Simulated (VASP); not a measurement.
# Al in VASP: single point with PBE

Aim: the single point of Al with PBE.

Program: VASP 6.6.1. These are calculated values, not measurements. Logs are shortened: lines on timing, memory, paths and dates and some standing lists are left out, and cuts for length are marked.

**1. The cell of the first run**

The cell holds a slab with vacuum, 4 atoms: a = 3.003 Å, b = 3.003 Å, c = 28.127 Å, α = 90.00°, β = 90.00°, γ = 120.00°.

**2. Single point, PBE**

File INCAR:

```
SYSTEM = Al
ALGO     = Normal         ! electronic algorithm
DIPOL    = 0.5 0.5 0.665
EDIFF    = 1E-6           ! SCF threshold, eV
ENCUT    = 400            ! plane-wave cutoff, eV
GGA      = PE             ! functional
GGA_COMPAT= .False.      
IDIPOL   = 3            
ISIF     = 2              ! what is computed and relaxed
ISMEAR   = 1              ! smearing method
LASPH    = .True.         ! aspherical terms in the spheres
LCHARG   = .True.         ! write CHGCAR
LDIPOL   = .True.       
LELF     = .True.         ! ELF
LREAL    = .False.        ! projectors in reciprocal space
LVACPOTAV= .True.       
LVHAR    = .True.       
LWAVE    = .False.        ! write WAVECAR
NBANDS   = 14             ! bands
NELM     = 120            ! most SCF steps
NELMDL   = -8           
PREC     = Accurate       ! precision mode
SIGMA    = 0.1            ! smearing width, eV
```

File KPOINTS:

```
k-points
0
Gamma
  21 21 1
  0 0 0
```

File POSCAR:

```
Al
1.0
    3.0028735734      0.0000000291      0.0000000000
   -1.5014368119      2.6005647843      0.0000000000
    0.0000000000      0.0000000000     28.1269674923
Al
4
Direct
    0.3333333333      0.6666666667      0.5475839865
    0.0000000000      0.0000000000      0.6255994286
    0.6666666667      0.3333333333      0.7036987581
    0.3333333333      0.6666666667      0.7827716025
```

Potentials or basis: VASP PAW PBE potentials, release 64 (Al).

Started as:

```console
> cat potpaw_PBE.64/Al/POTCAR > POTCAR
> mpirun -np 1 vasp_std > vasp.out
```

OUTCAR:

```text
SYSTEM = Al
   EDIFF = 1E-6
   ENCUT = 400
   GGA = PE
   ISIF = 2
   ISMEAR = 1
   LASPH = .True.
   LREAL = .False.
   NELM = 120
   NELMDL = -8
   PREC = Accurate

 ion  position               nearest neighbor table
   1  0.333  0.667  0.548-   2 2.80   2 2.80   2 2.80
   2  0.000  0.000  0.626-   1 2.80   1 2.80   1 2.80   3 2.80   3 2.80   3 2.80
   3  0.667  0.333  0.704-   2 2.80   2 2.80   2 2.80   4 2.82   4 2.82   4 2.82
   4  0.333  0.667  0.783-   3 2.82   3 2.82   3 2.82

  LATTYP: Found a hexagonal cell.
 ALAT       =     3.0028735734
 C/A-ratio  =     9.3666838796

  Lattice vectors:

 A1 = (   3.0028735734,   0.0000000291,   0.0000000000)
 A2 = (  -1.5014368119,   2.6005647843,   0.0000000000)
 A3 = (   0.0000000000,   0.0000000000,  28.1269674923)

Analysis of symmetry for initial positions (statically):
=====================================================================
 Subroutine PRICEL returns:
 Original cell was already a primitive cell.

 Routine SETGRP: Setting up the symmetry group for a
 hexagonal supercell.

 Subroutine GETGRP returns: Found  6 space group operations
 (whereof  6 operations were pure point group operations)
 out of a pool of 24 trial point group operations.

The static configuration has the point symmetry C_3v.

Analysis of symmetry for dynamics (positions and initial velocities):
=====================================================================
 Subroutine PRICEL returns:
 Original cell was already a primitive cell.

 Routine SETGRP: Setting up the symmetry group for a
 hexagonal supercell.

 Subroutine GETGRP returns: Found  6 space group operations
 (whereof  6 operations were pure point group operations)
 out of a pool of 24 trial point group operations.

The dynamic configuration has the point symmetry C_3v.

 Subroutine INISYM returns: Found  6 space group operations
 (whereof  6 operations are pure point group operations),
 and found     1 'primitive' translations

----------------------------------------------------------------------------------------

                                     Primitive cell

  volume of cell :     219.6482

  direct lattice vectors                    reciprocal lattice vectors
     3.002873573  0.000000029  0.000000000     0.333014351  0.192265930  0.000000000
    -1.501436812  2.600564784  0.000000000    -0.000000004  0.384531853  0.000000000
     0.000000000  0.000000000 28.126967492     0.000000000  0.000000000  0.035553068

  length of vectors
     3.002873573  3.002873573 28.126967492     0.384531853  0.384531853  0.035553068

  position of ions in fractional coordinates (direct lattice)
     0.333333333  0.666666667  0.547583987
     0.000000000  0.000000000  0.625599429
     0.666666667  0.333333333  0.703698758
     0.333333333  0.666666667  0.782771602

  ion indices of the primitive-cell ions
   primitive index   ion index
                 1           1
                 2           2
                 3           3
                 4           4

----------------------------------------------------------------------------------------

 KPOINTS: k-points

Automatic generation of k-mesh.
 Grid dimensions read from file:
 generate k-points for:   21   21    1

 Generating k-lattice:

  Cartesian coordinates                     Fractional coordinates (reciprocal lattice)
     0.015857826  0.009155520  0.000000000     0.047619048  0.000000000  0.000000000
    -0.000000000  0.018311041  0.000000000     0.000000000  0.047619048  0.000000000
     0.000000000  0.000000000  0.035553068     0.000000000  0.000000000  1.000000000

  Length of vectors
     0.018311041  0.018311041  0.035553068

  Shift w.r.t. Gamma in fractional coordinates (k-lattice)
     0.000000000  0.000000000  0.000000000

 Subroutine IBZKPT returns following result:
 ===========================================

 Found     48 irreducible k-points:

 Following reciprocal coordinates:
            Coordinates               Weight
  0.000000  0.000000  0.000000      1.000000
  0.047619  0.000000  0.000000      6.000000
  0.095238  0.000000  0.000000      6.000000
  0.142857  0.000000  0.000000      6.000000
  0.190476  0.000000  0.000000      6.000000
  0.238095  0.000000  0.000000      6.000000
[... 16 lines left out ...]
  0.142857  0.095238  0.000000     12.000000
  0.190476  0.095238  0.000000     12.000000
 [... further k-points ...]
   k-points           NKPTS =     48   k-points in BZ     NKDIM =     48   number of bands    NBANDS=     14
   number of dos      NEDOS =    301   number of ions     NIONS =      4
   total plane-waves  NPLWV =  76800
   dimension x,y,z NGX =    20 NGY =   20 NGZ =  192
   dimension x,y,z NGXF=    40 NGYF=   40 NGZF=  384
   ions per type =               4
   NGX,Y,Z   is equivalent  to a cutoff of  11.07, 11.07, 11.35 a.u.
   NGXF,Y,Z  is equivalent  to a cutoff of  22.14, 22.14, 22.70 a.u.
 SYSTEM =  Al
   PREC   = accura    normal or accurate (medium, high low for compatibility)
   ISTART =      0    job   : 0-new  1-cont  2-samecut
   ICHARG =      2    charge: 1-file 2-atom 10-const
   ISPIN  =      1    spin polarized calculation?
   LNONCOLLINEAR =      F non collinear calculations
   LSORBIT =      F    spin-orbit coupling
   LASPH  =      T    aspherical Exc in radial PAW
   ENCUT  =  400.0 eV  29.40 Ry    5.42 a.u.   4.90  4.90 45.87*2*pi/ulx,y,z
   NELM   =    120;   NELMIN=  2; NELMDL= -8     # of ELM steps
   EDIFF  = 0.1E-05   stopping-criterion for ELM
   LREAL  =      F    real-space projection
   EDIFFG = 0.1E-04   stopping-criterion for IOM
   NSW    =      0    number of steps for IOM
   IBRION =     -1    ionic relax: 0-MD 1-quasi-New 2-CG
   NFREE  =      0    steps in history (QN), initial steepest desc. (CG)
   ISIF   =      2    stress and relaxation
   ISYM   =      2    0-nonsym 1-usesym 2-fastsym
   POTIM  = 0.5000    time-step for ionic-motion
   TEBEG  =    0.0;   TEEND  =   0.0 temperature during run
   PSTRESS=    0.0 pullay stress
   NELECT =      12.0000    total number of electrons
   NUPDOWN=      -1.0000    fix difference up-down
   EMIN   =  10.00;   EMAX   =-10.00  energy-range for DOS
   EFERMI =   0.00;   METHOD = LEGACY
   ISMEAR =     1;   SIGMA  =   0.10  broadening in eV -4-tet -1-fermi 0-gaus
   EFERMI_NEDOS =   21; number of points for ismear=-14 and -15
   IALGO  =     38    algorithm
   IMIX   =      4    mixing-type and parameters
     AMIX     =   0.40;   BMIX     =  1.00
     AMIX_MAG =   1.60;   BMIX_MAG =  1.00
  volume/ion in A,a.u.               =      54.91       370.56
  Fermi-wavevector in a.u.,A,eV,Ry     =   0.621192  1.173883  5.250214  0.385880
  Thomas-Fermi vector in A             =   1.680610
   LORBIT       =      0    0 simple, 1 ext, 2 COOP (PROOUT), +10 PAW based schemes
   GGA     = PE    functional components
   LHFCALC =     F    Hartree Fock is set to
   AEXX    =    0.0000 exact exchange contribution
   IVDW    =     0    specifies the selected vdW correction
   LEPSILON=     F    determine dielectric tensor
   LRPA    =     F    only Hartree local field effects (RPA)
 non-spin polarized calculation
 Methfessel and Paxton  Order N= 1 SIGMA  =   0.10
  energy-cutoff  :      400.00
  volume of cell :      219.65
 maximum number of plane-waves:      4057
 NGX is ok and might be reduce to    20
   NGX =  9   NGY =  9   NGZ = 91

 dipolmoment           0.000000      0.000000      0.000990 electrons x Angstroem

 number of electron      12.0000000 magnetization

 dipolmoment           0.000000      0.000000     -0.000589 electrons x Angstroem

 Free energy of the ion-electron system (eV)
  ---------------------------------------------------
  ext. energy  EPLUGINS =         0.00000000
  ---------------------------------------------------
  free energy    TOTEN  =       -14.01944946 eV

  energy without entropy =      -14.01729814  energy(sigma->0) =      -14.01873236

 E-fermi :  -0.3541     XC(G=0):  -3.8204

 val. band max:       -0.3868667430   @ k =   0.3333   0.1905   0.0000
 cond. band min:      -0.3423368842   @ k =   0.2381   0.1429   0.0000
 fundamental gap:      0.0445298589
 Fermi energy:        -0.3540792775

 k-point     1 :       0.0000    0.0000    0.0000
  band No.  band energies     occupation
      1     -10.8163      2.00000
      2      -9.6511      2.00000
      3      -7.8313      2.00000
      4      -5.3339      2.00000
      5      -3.0300      2.00000
      6       0.1170     -0.00000
      7       2.4328      0.00000
      8       3.4645      0.00000
      9       3.7168      0.00000
     10       4.5071      0.00000
     11       4.6071      0.00000
     12       6.0738      0.00000
     13       6.1923      0.00000
     14       8.1805      0.00000

 k-point     2 :       0.0476    0.0000    0.0000
  band No.  band energies     occupation
      1     -10.7668      2.00000
      2      -9.6019      2.00000
      3      -7.7825      2.00000
      4      -5.2851      2.00000
      5      -2.9838      2.00000
      6       0.1630     -0.00000
      7       2.4792      0.00000
      8       3.5133      0.00000
      9       3.7665      0.00000
     10       4.5538      0.00000
     11       4.6557      0.00000
     12       6.1170      0.00000
     13       6.2347      0.00000
     14       7.6779      0.00000
[... 343 lines left out ...]
      1      -9.8789      2.00000
      2      -8.7196      2.00000
      3      -6.9079      2.00000
      4      -4.4124      2.00000
      5      -2.1566      2.00000
      6       0.9497     -0.00000
      7       2.8738      0.00000
      8       3.4609      0.00000
      9       4.0449      0.00000
     10       4.1455      0.00000
     11       4.4745      0.00000
     12       4.6881      0.00000
     13       5.0233      0.00000
     14       5.4682      0.00000

 k-point    24 :       0.1905    0.0952    0.0000
  band No.  band energies     occupation
      1      -9.4369      2.00000
      2      -8.2804      2.00000
      3      -6.4729      2.00000
      4      -3.9797      2.00000
      5      -1.7484      2.00000
      6       1.1281     -0.00000
      7       1.7536      0.00000
      8       2.7063      0.00000
      9       3.3254      0.00000
     10       3.9431      0.00000
     11       4.2632      0.00000
     12       4.6867      0.00000
     13       4.8857      0.00000
     14       5.1330      0.00000

 [... further k-points ...]

------------------------ aborting loop because EDIFF is reached ----------------------------------------

  FORCE on cell =-STRESS in cart. coord.  units (eV):
  Direction    XX          YY          ZZ          XY          YZ          ZX
  --------------------------------------------------------------------------------------
  -------------------------------------------------------------------------------------
  Total       -3.0489043     -3.0489043      0.7783517     -0.0000000      0.0000000     -0.0000000
  in kB      -22.2395876    -22.2395876      5.6775221     -0.0000000      0.0000000     -0.0000000
  external PRESSURE =     -12.9338844 kB  Pullay stress =       0.0000000 kB

 VOLUME and BASIS-vectors are now :
 -----------------------------------------------------------------------------
  energy-cutoff  :      400.00
  volume of cell :      219.65
      direct lattice vectors                 reciprocal lattice vectors
     3.002873573  0.000000029  0.000000000     0.333014351  0.192265930  0.000000000
    -1.501436812  2.600564784  0.000000000    -0.000000004  0.384531853  0.000000000
     0.000000000  0.000000000 28.126967492     0.000000000  0.000000000  0.035553068

 POSITION                                       TOTAL-FORCE (eV/Angst)
 -----------------------------------------------------------------------------------
     -0.00000      1.73371     15.40188        -0.000000      0.000000     -0.195037
      0.00000      0.00000     17.59621         0.000000     -0.000000      0.133590
      1.50144      0.86685     19.79291         0.000000     -0.000000     -0.039011
     -0.00000      1.73371     22.01699        -0.000000     -0.000000      0.100458
 -----------------------------------------------------------------------------------
    total drift:                                0.000000      0.000000     -0.000030

  FREE ENERGIE OF THE ION-ELECTRON SYSTEM (eV)
  ---------------------------------------------------
  free  energy   TOTEN  =       -14.0194494607 eV

  energy  without entropy=      -14.0172981446  energy(sigma->0) =      -14.01873236

 vacuum level on the upper side and lower side of the slab         3.675         3.689
```

Run time: 5.1 min. Hardware: 1 thread of Intel Xeon 8259CL, shared host; peak memory 0.29 GiB.

Results:

- Free energy: -14.0194 eV
- Largest force: 0.195 eV/Å
- Band gap on the k mesh: zero (band 6 reaches 1.22 eV, above the bottom of band 7 at -1.40 eV)

Forces in eV/Å, atoms in the order of the input:
```
Al   0.000  0.000 -0.195
Al   0.000  0.000  0.134
Al   0.000  0.000 -0.039
Al   0.000  0.000  0.100
```
